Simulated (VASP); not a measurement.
# YAlSe3 (Pm-3m) in VASP: notebook

YAlSe3 is run at these levels: PBE; tasks: single point, relaxation of cell and atoms.

Everything below comes from runs of VASP 6.6.1. Logs are shortened: lines on timing, memory, paths and dates and some standing lists are left out, and cuts for length are marked.

**1. The cell of the first run**

It takes space group Pm-3m (No. 221, cubic). Conventional cell: a = 4.769 Å, b = 4.769 Å, c = 4.769 Å, α = 90.00°, β = 90.00°, γ = 90.00°. Within 3.1 Å of Y (site symmetry m-3m) lie 6 Se at 2.38 Å. Al (site symmetry m-3m) has 12 Se at 3.37 Å and 8 Y at 4.13 Å within 4.4 Å. Within 3.1 Å of Se (site symmetry 4/mmm) lie 2 Y at 2.38 Å.

**2. Single point, PBE**

INCAR reads:

```
ALGO = Normal ; EDIFF = 1E-7
ENCUT = 520 ; GGA = PE
ISIF = 2 ; ISMEAR = 0
LASPH = T ; LCHARG = F
LREAL = F ; LWAVE = F
NBANDS = 24 ; NELM = 80
PREC = Accurate ; SIGMA = 0.1
```

KPOINTS reads:

```
k-points
0
Gamma
  4 4 4
```

POSCAR reads:

```
YAlSe3
1.0
    4.7691421600      0.0000000000      0.0000000000
    0.0000000000      4.7691421600      0.0000000000
    0.0000000000      0.0000000000      4.7691421600
Y Al Se
1 1 3
Direct
    0.5000000000      0.5000000000      0.5000000000
    0.0000000000      0.0000000000      0.0000000000
    0.5000000000      0.0000000000      0.5000000000
    0.0000000000      0.5000000000      0.5000000000
    0.5000000000      0.5000000000      0.0000000000
```

Potentials or basis: VASP PAW PBE potentials, release 64 (Y_sv, Al, Se).

Started as:

```bash
> cat potpaw_PBE.64/Y_sv/POTCAR potpaw_PBE.64/Al/POTCAR potpaw_PBE.64/Se/POTCAR > POTCAR
> mpirun -np 1 vasp_std > vasp.out
```

OUTCAR:

```text
EDIFF = 1E-7
   ENCUT = 520
   GGA = PE
   ISIF = 2
   ISMEAR = 0
   LASPH = T
   LREAL = F
   NELM = 80
   PREC = Accurate

 ion  position               nearest neighbor table
   1  0.500  0.500  0.500-   3 2.38   4 2.38   5 2.38   5 2.38   3 2.38   4 2.38
   2  0.000  0.000  0.000-
   3  0.500  0.000  0.500-   1 2.38   1 2.38
   4  0.000  0.500  0.500-   1 2.38   1 2.38
   5  0.500  0.500  0.000-   1 2.38   1 2.38

  LATTYP: Found a simple cubic cell.
 ALAT       =     4.7691421600

  Lattice vectors:

 A1 = (   4.7691421600,   0.0000000000,   0.0000000000)
 A2 = (   0.0000000000,   4.7691421600,   0.0000000000)
 A3 = (   0.0000000000,   0.0000000000,   4.7691421600)

Analysis of symmetry for initial positions (statically):
=====================================================================
 Subroutine PRICEL returns:
 Original cell was already a primitive cell.

 Routine SETGRP: Setting up the symmetry group for a
 simple cubic supercell.

 Subroutine GETGRP returns: Found 48 space group operations
 (whereof 48 operations were pure point group operations)
 out of a pool of 48 trial point group operations.

The static configuration has the point symmetry O_h .

Analysis of symmetry for dynamics (positions and initial velocities):
=====================================================================
 Subroutine PRICEL returns:
 Original cell was already a primitive cell.

 Routine SETGRP: Setting up the symmetry group for a
 simple cubic supercell.

 Subroutine GETGRP returns: Found 48 space group operations
 (whereof 48 operations were pure point group operations)
 out of a pool of 48 trial point group operations.

The dynamic configuration has the point symmetry O_h .

 Subroutine INISYM returns: Found 48 space group operations
 (whereof 48 operations are pure point group operations),
 and found     1 'primitive' translations

----------------------------------------------------------------------------------------

                                     Primitive cell

  volume of cell :     108.4728

  direct lattice vectors                    reciprocal lattice vectors
     4.769142160  0.000000000  0.000000000     0.209681315  0.000000000  0.000000000
     0.000000000  4.769142160  0.000000000     0.000000000  0.209681315  0.000000000
     0.000000000  0.000000000  4.769142160     0.000000000  0.000000000  0.209681315

[... 73 lines left out ...]
   NELM   =     80;   NELMIN=  2; NELMDL= -5     # of ELM steps
   EDIFF  = 0.1E-06   stopping-criterion for ELM
   LREAL  =      F    real-space projection
   EDIFFG = 0.1E-05   stopping-criterion for IOM
   NSW    =      0    number of steps for IOM
   IBRION =     -1    ionic relax: 0-MD 1-quasi-New 2-CG
   NFREE  =      0    steps in history (QN), initial steepest desc. (CG)
   ISIF   =      2    stress and relaxation
   ISYM   =      2    0-nonsym 1-usesym 2-fastsym
   POTIM  = 0.5000    time-step for ionic-motion
   TEBEG  =    0.0;   TEEND  =   0.0 temperature during run
   PSTRESS=    0.0 pullay stress
   NELECT =      32.0000    total number of electrons
   NUPDOWN=      -1.0000    fix difference up-down
   EMIN   =  10.00;   EMAX   =-10.00  energy-range for DOS
   EFERMI =   0.00;   METHOD = LEGACY
   ISMEAR =     0;   SIGMA  =   0.10  broadening in eV -4-tet -1-fermi 0-gaus
   EFERMI_NEDOS =   21; number of points for ismear=-14 and -15
   IALGO  =     38    algorithm
   IMIX   =      4    mixing-type and parameters
     AMIX     =   0.40;   BMIX     =  1.00
     AMIX_MAG =   1.60;   BMIX_MAG =  1.00
  volume/ion in A,a.u.               =      21.69       146.40
  Fermi-wavevector in a.u.,A,eV,Ry     =   1.089811  2.059444 16.159479  1.187688
  Thomas-Fermi vector in A             =   2.226022
   LORBIT       =      0    0 simple, 1 ext, 2 COOP (PROOUT), +10 PAW based schemes
   GGA     = PE    functional components
   LHFCALC =     F    Hartree Fock is set to
   AEXX    =    0.0000 exact exchange contribution
   IVDW    =     0    specifies the selected vdW correction
   LEPSILON=     F    determine dielectric tensor
   LRPA    =     F    only Hartree local field effects (RPA)
 non-spin polarized calculation
 Gauss-broadening in eV      SIGMA  =   0.10
  energy-cutoff  :      520.00
  volume of cell :      108.47
 maximum number of plane-waves:      2968
 NGX is ok and might be reduce to    36
   NGX = 17   NGY = 17   NGZ = 17

 number of electron      31.9999994 magnetization

 Free energy of the ion-electron system (eV)
  ---------------------------------------------------
  ext. energy  EPLUGINS =         0.00000000
  ---------------------------------------------------
  free energy    TOTEN  =       -18.15888267 eV

  energy without entropy =      -18.12319263  energy(sigma->0) =      -18.14103765

 E-fermi :   4.1901     XC(G=0):  -9.9555

 val. band max:        4.1845373819   @ k =   0.2500   0.2500   0.0000
 cond. band min:       4.2253779332   @ k =   0.5000   0.2500   0.2500
 fundamental gap:      0.0408405513
 Fermi energy:         4.1901296565

 k-point     1 :       0.0000    0.0000    0.0000
  band No.  band energies     occupation
      1     -36.2216      2.00000
      2     -16.8966      2.00000
      3     -16.8966      2.00000
      4     -16.8966      2.00000
      5      -9.4085      2.00000
      6      -8.0460      2.00000
[... 259 lines left out ...]
     23      10.8195      0.00000
     24      12.0171      0.00000

------------------------ aborting loop because EDIFF is reached ----------------------------------------

  FORCE on cell =-STRESS in cart. coord.  units (eV):
  Direction    XX          YY          ZZ          XY          YZ          ZX
  --------------------------------------------------------------------------------------
  -------------------------------------------------------------------------------------
  Total       22.6526527     22.6526527     22.6526527     -0.0000000     -0.0000000     -0.0000000
  in kB      334.5868317    334.5868317    334.5868317     -0.0000000     -0.0000000     -0.0000000
  external PRESSURE =     334.5868317 kB  Pullay stress =       0.0000000 kB

 VOLUME and BASIS-vectors are now :
 -----------------------------------------------------------------------------
  energy-cutoff  :      520.00
  volume of cell :      108.47
      direct lattice vectors                 reciprocal lattice vectors
     4.769142160  0.000000000  0.000000000     0.209681315  0.000000000  0.000000000
     0.000000000  4.769142160  0.000000000     0.000000000  0.209681315  0.000000000
     0.000000000  0.000000000  4.769142160     0.000000000  0.000000000  0.209681315

 POSITION                                       TOTAL-FORCE (eV/Angst)
 -----------------------------------------------------------------------------------
      2.38457      2.38457      2.38457         0.000000      0.000000      0.000000
      0.00000      0.00000      0.00000         0.000000      0.000000      0.000000
      2.38457      0.00000      2.38457         0.000000      0.000000      0.000000
      0.00000      2.38457      2.38457         0.000000      0.000000      0.000000
      2.38457      2.38457      0.00000         0.000000      0.000000      0.000000
 -----------------------------------------------------------------------------------
    total drift:                                0.000000      0.000000      0.000000

  FREE ENERGIE OF THE ION-ELECTRON SYSTEM (eV)
  ---------------------------------------------------
  free  energy   TOTEN  =       -18.1588826688 eV

  energy  without entropy=      -18.1231926291  energy(sigma->0) =      -18.14103765
```

OSZICAR:

```text
N       E                     dE             d eps       ncg     rms          rms(c)
DAV:   1     0.170056080484E+03    0.17006E+03   -0.14102E+04   496   0.118E+03
DAV:   2    -0.590594826669E+01   -0.17596E+03   -0.16487E+03   592   0.253E+02
DAV:   3    -0.191761981775E+02   -0.13270E+02   -0.13030E+02   792   0.561E+01
DAV:   4    -0.195366992987E+02   -0.36050E+00   -0.36019E+00   640   0.798E+00
DAV:   5    -0.195466904407E+02   -0.99911E-02   -0.99874E-02   712   0.107E+00    0.828E+01
DAV:   6    -0.181483275272E+02    0.13984E+01   -0.20120E+00   560   0.541E+00    0.439E+01
DAV:   7    -0.181744573252E+02   -0.26130E-01   -0.44554E-01   640   0.287E+00    0.308E+00
DAV:   8    -0.181590142469E+02    0.15443E-01   -0.74599E-02   576   0.136E+00    0.452E+00
DAV:   9    -0.181591347731E+02   -0.12053E-03   -0.89922E-03   656   0.484E-01    0.308E-01
DAV:  10    -0.181589898205E+02    0.14495E-03   -0.28039E-03   624   0.381E-01    0.653E-01
DAV:  11    -0.181588882541E+02    0.10157E-03   -0.39251E-04   680   0.115E-01    0.362E-01
DAV:  12    -0.181588818562E+02    0.63979E-05   -0.87354E-05   624   0.611E-02    0.215E-02
DAV:  13    -0.181588823924E+02   -0.53618E-06   -0.15091E-05   512   0.282E-02    0.239E-02
DAV:  14    -0.181588825767E+02   -0.18436E-06   -0.19341E-06   752   0.692E-03    0.778E-03
DAV:  15    -0.181588826688E+02   -0.92102E-07   -0.23956E-07   528   0.293E-03
   1 F= -.18158883E+02 E0= -.18141038E+02  d E =-.356900E-01
```

It took 22 s on 1 thread of AMD EPYC 7R13 (Zen 3), shared host; peak memory 0.2 GiB.

What came out:

```
Free energy            : -18.1589 eV
Pressure               : 33.5 GPa
Band gap on the k mesh : zero (band 16 reaches 5.15 eV, above the bottom of band 17 at 4.04 eV)
```

**3. Single point, PBE**

This run uses another cell than the first one, of 32.95 Å³/atom, 1.519 times its volume.

INCAR reads:

```
SYSTEM = YAlSe3
ALGO = Normal
EDIFF = 1E-6
ENCUT = 520
GGA = PE
ISIF = 2
ISMEAR = 0
LASPH = .TRUE.
LCHARG = .TRUE.
LELF = .TRUE.
LREAL = .FALSE.
LVHAR = .TRUE.
LWAVE = .FALSE.
NBANDS = 24
NELM = 80
PREC = Accurate
SIGMA = 0.1
```

KPOINTS reads:

```
k-points
0
G
  4 4 4
  0 0 0
```

Edit POSCAR of step 2 so:

```diff
@@ -2,5 +2,5 @@
 1.0
-    4.7691421600      0.0000000000      0.0000000000
-    0.0000000000      4.7691421600      0.0000000000
-    0.0000000000      0.0000000000      4.7691421600
+    5.4822366848      0.0000000000      0.0000000000
+    0.0000000000      5.4822366848      0.0000000000
+    0.0000000000      0.0000000000      5.4822366848
 Y Al Se
```

Potentials or basis: VASP PAW PBE potentials, release 64 (Y_sv, Al, Se).

Started as:

```bash
> cat potpaw_PBE.64/Y_sv/POTCAR potpaw_PBE.64/Al/POTCAR potpaw_PBE.64/Se/POTCAR > POTCAR
> mpirun -np 1 vasp_std > vasp.out
```

It took 30 s on 1 thread of AMD EPYC 7R13 (Zen 3), shared host; peak memory 0.24 GiB.

The run converged. Its results:

| Item | Value |
| --- | --- |
| Free energy | -22.3563 eV |
| Pressure | 0.2 GPa |
| Band gap on the k mesh | zero (band 16 reaches 1.44 eV, above the bottom of band 17 at 0.80 eV) |

Levels at points of the mesh, in eV from the Fermi level:
| k point | band 14 | band 15 | band 16 | band 17 | band 18 | band 19 |
| --- | --- | --- | --- | --- | --- | --- |
| (0.00, 0.00, 0.00) | -0.38 | 0.07 | 0.07 | 0.07 | 2.69 | 2.69 |
| (0.50, 0.00, 0.00) | -0.69 | -0.05 | 0.00 | 0.00 | 2.26 | 2.79 |
| (0.50, 0.50, 0.00) | -1.23 | -1.02 | -1.01 | 0.55 | 2.60 | 3.48 |
| (0.50, 0.50, 0.50) | -2.10 | 0.58 | 0.58 | 0.58 | 3.71 | 3.71 |

**4. Relaxation of cell and atoms, PBE**

INCAR reads:

```
SYSTEM = YAlSe3
PREC = Accurate ; ENCUT = 600
EDIFF = 1E-7 ; ISMEAR = 0
SIGMA = 0.1 ; LREAL = .False.
LASPH = .True. ; NELM = 60
ALGO = Normal ; ISIF = 3
LWAVE = .False. ; LCHARG = .False.
GGA = PE ; IBRION = 2
NSW = 90 ; EDIFFG = -0.04
```

KPOINTS reads:

```
regular mesh
0
Gamma
  4 4 4
  0 0 0
```

Edit POSCAR of step 3 so:

```diff
@@ -2,5 +2,5 @@
 1.0
-    5.4822366848      0.0000000000      0.0000000000
-    0.0000000000      5.4822366848      0.0000000000
-    0.0000000000      0.0000000000      5.4822366848
+    4.7691421600      0.0000000000      0.0000000000
+    0.0000000000      4.7691421600      0.0000000000
+    0.0000000000      0.0000000000      4.7691421600
 Y Al Se
```

Started as:

```bash
> cat potpaw_PBE.64/Y_sv/POTCAR potpaw_PBE.64/Al/POTCAR potpaw_PBE.64/Se/POTCAR > POTCAR
> mpirun -np 1 vasp_std > vasp.out
```

It took 1.9 min on 1 thread of AMD EPYC 7R13 (Zen 3), shared host; peak memory 0.23 GiB.

The run converged. Its results:

```
Free energy                            : -22.3540 eV
Relaxed volume                         : 33.24 Å³/atom
Relaxed cell                           : a = 5.498 Å, b = 5.498 Å, c = 5.498 Å, α = 90.00°, β = 90.00°, γ = 90.00°
Space group after relaxing (to 0.05 Å) : Pm-3m (No. 221)
Energy gained by relaxing              : 839.0 meV/atom
Ionic steps                            : 4
Pressure after relaxing                : -0.1 GPa
Band gap on the k mesh                 : zero (band 16 reaches 1.38 eV, above the bottom of band 17 at 0.75 eV)
```

Step by step:
| step | energy change (eV) | largest force (eV/Å) | pressure (GPa) | volume (Å³) |
| --- | --- | --- | --- | --- |
| 1 | 0.0000 | 0.0000 | 33.46 | 108.47 |
| 2 | -3.7415 | 0.0000 | -4.15 | 196.28 |
| 3 | -4.1913 | 0.0000 | 0.50 | 163.38 |
| 4 | -4.1948 | 0.0000 | -0.09 | 166.22 |

Final structure:
```
Y Al Se
1.0
     5.49832    0.00000    0.00000
     0.00000    5.49832    0.00000
     0.00000    0.00000    5.49832
Y Al Se
1 1 3
Direct
  0.50000 0.50000 0.50000
  0.00000 0.00000 0.00000
  0.50000 0.00000 0.50000
  0.00000 0.50000 0.50000
  0.50000 0.50000 0.00000
```

Levels at points of the mesh, in eV from the Fermi level:
| k point | band 14 | band 15 | band 16 | band 17 | band 18 | band 19 |
| --- | --- | --- | --- | --- | --- | --- |
| (0.00, 0.00, 0.00) | -0.37 | 0.07 | 0.07 | 0.07 | 2.70 | 2.70 |
| (0.50, 0.00, 0.00) | -0.68 | -0.07 | 0.00 | 0.00 | 2.26 | 2.80 |
| (0.50, 0.50, 0.00) | -1.21 | -1.02 | -1.02 | 0.55 | 2.60 | 3.46 |
| (0.50, 0.50, 0.50) | -2.08 | 0.57 | 0.57 | 0.57 | 3.69 | 3.69 |

Caveat: the volume moved by over 15 % at a fixed basis, so the end points are rough.

**5. Summary**

| task | cell | cutoff (eV) | gap on the mesh (eV) | pressure (GPa) |
| --- | --- | --- | --- | --- |
| single point | a = 4.769 Å, 5 atoms | 520 | none | 33.5 |
| single point | a = 5.482 Å, 5 atoms | 520 | none | 0.2 |
| relaxation of cell and atoms | relaxed from a = 4.769 Å, 5 atoms | 600 | none | -0.1 |

Alike in all rows: level PBE; potentials or basis VASP PAW PBE potentials, release 64 (Y_sv, Al, Se); no spin polarisation; k mesh 4 × 4 × 4; smearing gaussian 0.1 eV.

Caveats: the volume moved by over 15 % at a fixed basis, so the end points are rough (some runs).

Absolute energies hang on the potentials; compare differences alone.
